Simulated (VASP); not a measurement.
# MnRu (P-6m2) in VASP: single point with LDA

Aim: the single point of MnRu with LDA.

Program: VASP 6.6.1. These are calculated values, not measurements. Logs are shortened: lines on timing, memory, paths and dates and some standing lists are left out, and cuts for length are marked.

### 1 The cell of the first run

Symmetry: P-6m2, No. 187, hexagonal system. Conventional cell: a = 2.625 Å, b = 2.625 Å, c = 4.066 Å, α = 90.00°, β = 90.00°, γ = 120.00°. Within 3.3 Å of Mn (site symmetry -6m2) lie 6 Ru at 2.54 Å and 6 Mn at 2.63 Å. Ru (site symmetry -6m2) has 6 Mn at 2.54 Å and 6 Ru at 2.63 Å within 3.3 Å.

### 2 Single point, LDA, collinear spin, ferromagnetic start

Contents of INCAR:

```
PREC = Accurate
ENCUT = 520
EDIFF = 1E-6
ISMEAR = -1
SIGMA = 0.05
LREAL = F
LASPH = T
NELM = 150
ALGO = Normal
ISIF = 2
LWAVE = F
LCHARG = T
ISPIN = 2
MAGMOM = 4 1.5
LORBIT = 11
LMAXMIX = 4
GGA = CA
LELF = T
LVHAR = T
NBANDS = 24
```

Contents of KPOINTS:

```
Automatic mesh
0
Gamma
  9 9 5
```

Contents of POSCAR:

```
MnRu
1.0
    2.6252191426      0.0000000000      0.0000000000
   -1.3126095713      2.2735064680      0.0000000000
    0.0000000000      0.0000000000      4.0655071500
Mn Ru
1 1
Direct
    0.6666666667      0.3333333333      0.5000000000
    0.3333333333      0.6666666667      0.0000000000
```

Potentials or basis: VASP PAW LDA potentials, release 64 (Mn_pv, Ru_pv).

The run is started by

```console
cat potpaw_LDA.64/Mn_pv/POTCAR potpaw_LDA.64/Ru_pv/POTCAR > POTCAR
mpirun -np 1 vasp_std > vasp.out
```

OUTCAR:

```text
PREC = Accurate
   ENCUT = 520
   EDIFF = 1E-6
   ISMEAR = -1
   LREAL = F
   LASPH = T
   NELM = 150
   ISIF = 2
   ISPIN = 2
   LORBIT = 11
   GGA = CA

 ion  position               nearest neighbor table
   1  0.667  0.333  0.500-   2 2.54   2 2.54   2 2.54   2 2.54   2 2.54   2 2.54
   2  0.333  0.667  0.000-   1 2.54   1 2.54   1 2.54   1 2.54   1 2.54   1 2.54

  LATTYP: Found a hexagonal cell.
 ALAT       =     2.6252191426
 C/A-ratio  =     1.5486353440

  Lattice vectors:

 A1 = (   2.6252191426,   0.0000000000,   0.0000000000)
 A2 = (  -1.3126095713,   2.2735064680,   0.0000000000)
 A3 = (   0.0000000000,   0.0000000000,   4.0655071500)

Analysis of symmetry for initial positions (statically):
=====================================================================
 Subroutine PRICEL returns:
 Original cell was already a primitive cell.

 Routine SETGRP: Setting up the symmetry group for a
 hexagonal supercell.

 Subroutine GETGRP returns: Found 12 space group operations
 (whereof 12 operations were pure point group operations)
 out of a pool of 24 trial point group operations.

The static configuration has the point symmetry D_3h.

Analysis of symmetry for dynamics (positions and initial velocities):
=====================================================================
 Subroutine PRICEL returns:
 Original cell was already a primitive cell.

 Routine SETGRP: Setting up the symmetry group for a
 hexagonal supercell.

 Subroutine GETGRP returns: Found 12 space group operations
 (whereof 12 operations were pure point group operations)
 out of a pool of 24 trial point group operations.

The dynamic configuration has the point symmetry D_3h.

Analysis of structural, dynamic, and magnetic symmetry:
=====================================================================
 Subroutine PRICEL returns:
 Original cell was already a primitive cell.

 Routine SETGRP: Setting up the symmetry group for a
 hexagonal supercell.

 Subroutine GETGRP returns: Found 12 space group operations
 (whereof 12 operations were pure point group operations)
 out of a pool of 24 trial point group operations.

The overall configuration has the point symmetry D_3h.

 Subroutine INISYM returns: Found 12 space group operations
 (whereof 12 operations are pure point group operations),
 and found     1 'primitive' translations

----------------------------------------------------------------------------------------

                                     Primitive cell

  volume of cell :      24.2648

  direct lattice vectors                    reciprocal lattice vectors
     2.625219143  0.000000000  0.000000000     0.380920581  0.219924600  0.000000000
    -1.312609571  2.273506468  0.000000000     0.000000000  0.439849199  0.000000000
     0.000000000  0.000000000  4.065507150     0.000000000  0.000000000  0.245971773

  length of vectors
     2.625219143  2.625219143  4.065507150     0.439849199  0.439849199  0.245971773

  position of ions in fractional coordinates (direct lattice)
     0.666666667  0.333333333  0.500000000
     0.333333333  0.666666667  0.000000000

  ion indices of the primitive-cell ions
   primitive index   ion index
                 1           1
                 2           2

----------------------------------------------------------------------------------------

 KPOINTS: Automatic mesh

Automatic generation of k-mesh.
 Grid dimensions read from file:
 generate k-points for:    9    9    5

 Generating k-lattice:

  Cartesian coordinates                     Fractional coordinates (reciprocal lattice)
     0.042324509  0.024436067  0.000000000     0.111111111  0.000000000  0.000000000
     0.000000000  0.048872133  0.000000000     0.000000000  0.111111111  0.000000000
     0.000000000  0.000000000  0.049194355     0.000000000  0.000000000  0.200000000

  Length of vectors
     0.048872133  0.048872133  0.049194355

  Shift w.r.t. Gamma in fractional coordinates (k-lattice)
     0.000000000  0.000000000  0.000000000

 Subroutine IBZKPT returns following result:
 ===========================================

 Found     36 irreducible k-points:

 Following reciprocal coordinates:
            Coordinates               Weight
  0.000000  0.000000  0.000000      1.000000
  0.111111 -0.000000  0.000000      6.000000
  0.222222  0.000000  0.000000      6.000000
  0.333333  0.000000  0.000000      6.000000
  0.444444  0.000000  0.000000      6.000000
  0.111111  0.111111  0.000000      6.000000
[... 16 lines left out ...]
  0.333333  0.222222  0.200000     24.000000
  0.333333  0.333333  0.200000      4.000000
 [... further k-points ...]
   k-points           NKPTS =     36   k-points in BZ     NKDIM =     36   number of bands    NBANDS=     24
   number of dos      NEDOS =    301   number of ions     NIONS =      2
   total plane-waves  NPLWV =  12000
   dimension x,y,z NGX =    20 NGY =   20 NGZ =   30
   dimension x,y,z NGXF=    40 NGYF=   40 NGZF=   60
   ions per type =               1   1
   NGX,Y,Z   is equivalent  to a cutoff of  12.67, 12.67, 12.27 a.u.
   NGXF,Y,Z  is equivalent  to a cutoff of  25.33, 25.33, 24.54 a.u.
 SYSTEM =  unknown system
   PREC   = accura    normal or accurate (medium, high low for compatibility)
   ISTART =      0    job   : 0-new  1-cont  2-samecut
   ICHARG =      2    charge: 1-file 2-atom 10-const
   ISPIN  =      2    spin polarized calculation?
   LNONCOLLINEAR =      F non collinear calculations
   LSORBIT =      F    spin-orbit coupling
   LASPH  =      T    aspherical Exc in radial PAW
   ENCUT  =  520.0 eV  38.22 Ry    6.18 a.u.   4.88  4.88  7.56*2*pi/ulx,y,z
   NELM   =    150;   NELMIN=  2; NELMDL= -5     # of ELM steps
   EDIFF  = 0.1E-05   stopping-criterion for ELM
   LREAL  =      F    real-space projection
   EDIFFG = 0.1E-04   stopping-criterion for IOM
   NSW    =      0    number of steps for IOM
   IBRION =     -1    ionic relax: 0-MD 1-quasi-New 2-CG
   NFREE  =      0    steps in history (QN), initial steepest desc. (CG)
   ISIF   =      2    stress and relaxation
   ISYM   =      2    0-nonsym 1-usesym 2-fastsym
   POTIM  = 0.5000    time-step for ionic-motion
   TEBEG  =    0.0;   TEEND  =   0.0 temperature during run
   PSTRESS=    0.0 pullay stress
   NELECT =      27.0000    total number of electrons
   NUPDOWN=      -1.0000    fix difference up-down
   EMIN   =  10.00;   EMAX   =-10.00  energy-range for DOS
[... 5 lines left out ...]
     AMIX     =   0.40;   BMIX     =  1.00
     AMIX_MAG =   1.60;   BMIX_MAG =  1.00
  volume/ion in A,a.u.               =      12.13        81.87
  Fermi-wavevector in a.u.,A,eV,Ry     =   1.696435  3.205798 39.156100  2.877892
  Thomas-Fermi vector in A             =   2.777298
   LORBIT       =     11    0 simple, 1 ext, 2 COOP (PROOUT), +10 PAW based schemes
   GGA     = CA    functional components
   LHFCALC =     F    Hartree Fock is set to
   AEXX    =    0.0000 exact exchange contribution
   IVDW    =     0    specifies the selected vdW correction
   LEPSILON=     F    determine dielectric tensor
   LRPA    =     F    only Hartree local field effects (RPA)
 spin polarized calculation
  energy-cutoff  :      520.00
  volume of cell :       24.26
 maximum number of plane-waves:       687
 NGX is ok and might be reduce to    20
   NGX =  9   NGY =  9   NGZ = 15

 number of electron      27.0000017 magnetization       0.1321523

 Free energy of the ion-electron system (eV)
  ---------------------------------------------------
  ext. energy  EPLUGINS =         0.00000000
  ---------------------------------------------------
  free energy    TOTEN  =       -20.74708521 eV

  energy without entropy =      -20.72106448  energy(sigma->0) =      -20.73407485

 E-fermi :  11.5725     XC(G=0): -14.3798

 val. band max:       11.5677442702   @ k =   0.2222   0.1111   0.2000
 cond. band min:      11.5727275427   @ k =   0.1111  -0.0000   0.2000
 fundamental gap:      0.0049832725
 Fermi energy:        11.5724874299

 spin component 1

 k-point     1 :       0.0000    0.0000    0.0000
  band No.  band energies     occupation
      1     -36.0901      1.00000
      2     -35.7850      1.00000
      3     -35.7850      1.00000
      4     -31.0739      1.00000
      5     -30.6233      1.00000
      6     -30.6233      1.00000
[... 16 lines left out ...]
     23      33.2771      0.00000
     24      34.9476      0.00000

 k-point     2 :       0.1111   -0.0000    0.0000
  band No.  band energies     occupation
      1     -36.0800      1.00000
      2     -35.8253      1.00000
      3     -35.7947      1.00000
      4     -31.0628      1.00000
      5     -30.7461      1.00000
      6     -30.6512      1.00000
[... 16 lines left out ...]
     23      32.6194      0.00000
     24      32.7110      0.00000

 k-point     3 :       0.2222    0.0000    0.0000
  band No.  band energies     occupation
      1     -36.0543      1.00000
      2     -35.9266      1.00000
      3     -35.8193      1.00000
      4     -31.0504      1.00000
      5     -31.0344      1.00000
      6     -30.7215      1.00000
[... 16 lines left out ...]
     23      30.7273      0.00000
     24      31.2664      0.00000
[... 514 lines left out ...]
 k-point    23 :       0.3333    0.2222    0.2000
  band No.  band energies     occupation
      1     -36.0763      1.00000
      2     -36.0028      1.00000
      3     -35.9492      1.00000
      4     -31.4702      1.00000
      5     -31.1039      1.00000
      6     -30.9644      1.00000
[... 16 lines left out ...]
     23      27.6902      0.00000
     24      28.5149      0.00000

 k-point    24 :       0.3333    0.3333    0.2000
  band No.  band energies     occupation
      1     -36.0279      1.00000
      2     -36.0228      1.00000
      3     -35.9988      1.00000
      4     -31.3265      1.00000
      5     -31.3222      1.00000
      6     -30.9570      1.00000
[... 16 lines left out ...]
     23      25.9089      0.00000
     24      29.8303      0.00000

 [... further k-points ...]

 spin component 2

 k-point     1 :       0.0000    0.0000    0.0000
  band No.  band energies     occupation
      1     -35.9669      1.00000
      2     -35.6605      1.00000
      3     -35.6605      1.00000
      4     -31.0726      1.00000
      5     -30.6198      1.00000
      6     -30.6198      1.00000
[... 16 lines left out ...]
     23      33.2942      0.00000
     24      34.9781      0.00000

 k-point     2 :       0.1111   -0.0000    0.0000
  band No.  band energies     occupation
      1     -35.9566      1.00000
      2     -35.7009      1.00000
      3     -35.6703      1.00000
      4     -31.0617      1.00000
      5     -30.7426      1.00000
      6     -30.6477      1.00000
[... 16 lines left out ...]
     23      32.6302      0.00000
     24      32.7428      0.00000

 k-point     3 :       0.2222    0.0000    0.0000
  band No.  band energies     occupation
      1     -35.9305      1.00000
      2     -35.8027      1.00000
      3     -35.6950      1.00000
      4     -31.0469      1.00000
      5     -31.0337      1.00000
      6     -30.7180      1.00000
[... 16 lines left out ...]
     23      30.7444      0.00000
     24      31.2828      0.00000
[... 514 lines left out ...]
 k-point    23 :       0.3333    0.2222    0.2000
  band No.  band energies     occupation
      1     -35.9533      1.00000
      2     -35.8781      1.00000
      3     -35.8255      1.00000
      4     -31.4665      1.00000
      5     -31.1003      1.00000
      6     -30.9645      1.00000
[... 16 lines left out ...]
     23      27.7139      0.00000
     24      28.5357      0.00000

 k-point    24 :       0.3333    0.3333    0.2000
  band No.  band energies     occupation
      1     -35.9047      1.00000
      2     -35.8995      1.00000
      3     -35.8741      1.00000
      4     -31.3228      1.00000
      5     -31.3186      1.00000
      6     -30.9572      1.00000
[... 16 lines left out ...]
     23      25.9348      0.00000
     24      29.8462      0.00000

 [... further k-points ...]
[... 5 lines left out ...]
  --------------------------------------------------------------------------------------
  -------------------------------------------------------------------------------------
  Total       -1.5570645     -1.5570645     -1.5167297      0.0000000      0.0000000      0.0000000
  in kB     -102.8112670   -102.8112670   -100.1480020      0.0000000      0.0000000      0.0000000
  external PRESSURE =    -101.9235120 kB  Pullay stress =       0.0000000 kB

 VOLUME and BASIS-vectors are now :
 -----------------------------------------------------------------------------
  energy-cutoff  :      520.00
  volume of cell :       24.26
      direct lattice vectors                 reciprocal lattice vectors
     2.625219143  0.000000000  0.000000000     0.380920581  0.219924600  0.000000000
    -1.312609571  2.273506468  0.000000000     0.000000000  0.439849199  0.000000000
     0.000000000  0.000000000  4.065507150     0.000000000  0.000000000  0.245971773

 POSITION                                       TOTAL-FORCE (eV/Angst)
 -----------------------------------------------------------------------------------
      1.31261      0.75784      2.03275        -0.000000      0.000000      0.000000
     -0.00000      1.51567      0.00000         0.000000     -0.000000      0.000000
 -----------------------------------------------------------------------------------
    total drift:                                0.000000     -0.000000      0.000000

  FREE ENERGIE OF THE ION-ELECTRON SYSTEM (eV)
  ---------------------------------------------------
  free  energy   TOTEN  =       -20.7470852131 eV

  energy  without entropy=      -20.7210644783  energy(sigma->0) =      -20.73407485

 total charge

# of ion       s       p       d       tot
------------------------------------------
    1        0.392   6.365   5.138  11.895
    2        0.445   6.350   6.009  12.805
--------------------------------------------------
tot          0.838  12.715  11.148  24.700

 magnetization (x)

# of ion       s       p       d       tot
------------------------------------------
    1        0.000   0.001   0.125   0.126
    2       -0.001  -0.000   0.003   0.002
--------------------------------------------------
tot         -0.001   0.001   0.128   0.128
```

It took 65 s on 1 thread of Intel Xeon Platinum 8488C (Sapphire Rapids), shared host; peak memory 0.15 GiB.

Results:

| Property | Result |
| --- | --- |
| Free energy | -20.7471 eV |
| Pressure | -10.2 GPa |
| Net moment | 0.13 μB per cell |
| Site moments | Mn +0.13; Ru +0.00 μB |
| Valence electrons inside the program's atomic spheres | Mn 11.89; Ru 12.80 |

Levels at points of the mesh, in eV from the Fermi level:
Spin up:
| k point | band 9 | band 10 | band 11 | band 12 | band 13 | band 14 | band 15 | band 16 | band 17 | band 18 |
| --- | --- | --- | --- | --- | --- | --- | --- | --- | --- | --- |
| (0.00, 0.00, 0.00) | -2.33 | -2.33 | -1.21 | -0.77 | -0.77 | -0.74 | -0.74 | 1.47 | 1.47 | 1.53 |
Spin down:
| k point | band 11 | band 12 | band 13 | band 14 | band 15 | band 16 |
| --- | --- | --- | --- | --- | --- | --- |
| (0.00, 0.00, 0.00) | -1.13 | -0.71 | -0.71 | -0.64 | -0.64 | 1.53 |

Caveat: the moment fell far below its start of 4 μB, so a state of higher moment may lie lower in energy.
